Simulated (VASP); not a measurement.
Be, 4 atoms in the cell. It takes space group P4_2/mnm (No. 136, tetragonal). The conventional cell has a = 3.709 Å, b = 3.709 Å, c = 2.281 Å, α = 90.00°, β = 90.00°, γ = 90.00°. Within 2.8 Å of Be (site symmetry m2m) lie 13 Be at 2.13 to 2.67 Å.  This cell differs from its parent crystal: equal xx and yy strain of -1 %.

```yaml
Program: VASP 6.6.1
Task: electric field gradients
Functional: PBEsol
Potentials_or_basis: VASP PAW PBE potentials, release 64 (Be)
Cutoff: 520 eV
k_mesh: 9 × 9 × 14
Occupations: fermi-dirac, width 0.05 eV
Spin: no spin polarisation
Dipole_correction: no
Further_INCAR_settings: ALGO = Normal; EDIFF = 1e-08; NBANDS = 12
```

Potentials or basis: VASP PAW PBE potentials, release 64 (Be).

The run is started by

```bash
$ cat potpaw_PBE.64/Be/POTCAR > POTCAR
$ mpirun -np 1 vasp_std > vasp.out
```

Hardware: 1 thread of Intel(R) Xeon(R) Platinum 8375C CPU @ 2.90GHz (Ice Lake), with other jobs on the host.

Task: How long does it take, and how much memory?

Result: Wall time 21 s on 1 thread of Intel(R) Xeon(R) Platinum 8375C CPU @ 2.90GHz (Ice Lake), on a shared host, peak memory 0.15 GiB. Counts: scf iterations 12, k points 120.
